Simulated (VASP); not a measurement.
# BeS: single point with PBE

Crystal: BeS.

```
Be S
1.0
     0.00000    2.43807    2.43807
     2.43807    0.00000    2.43807
     2.43807    2.43807    0.00000
Be S
1 1
Cartesian
  0.0000 0.0000 0.0000
  3.6571 3.6571 3.6571
```

```
Program                : VASP 6.6.1
Task                   : single point
Functional             : PBE
Potentials or basis    : VASP PAW PBE potentials, release 64 (Be, S)
Cutoff                 : 520 eV
k mesh                 : 8 × 8 × 8
Occupations            : gaussian, width 0.02 eV
Spin                   : no spin polarisation
Dipole correction      : no
Further INCAR settings : ALGO = Normal; EDIFF = 1e-06; NBANDS = 11
```

* Pressure: 0.0 GPa
* Band gap on the k mesh: 3.15 eV (least direct gap 5.68 eV)

Levels at points of the mesh, in eV from the valence-band top:
| k point | band 1 | band 2 | band 3 | band 4 | band 5 | band 6 | band 7 | band 8 | band 9 |
| --- | --- | --- | --- | --- | --- | --- | --- | --- | --- |
| (0.00, 0.00, 0.00) | -13.59 | 0.00 | 0.00 | 0.00 | 5.68 | 5.68 | 5.68 | 5.75 | 12.78 |
| (0.50, 0.00, 0.00) | -12.02 | -5.68 | -1.01 | -1.01 | 5.42 | 6.57 | 6.57 | 11.13 | 14.87 |
| (0.50, 0.50, 0.00) | -11.49 | -4.94 | -2.59 | -2.59 | 3.15 | 4.93 | 12.65 | 12.65 | 15.35 |

Run time: 7.2 s on 1 thread of AMD EPYC 7R13 Processor (Zen 3) (shared host), peak memory 0.12 GiB.

A k mesh can miss the band edges.
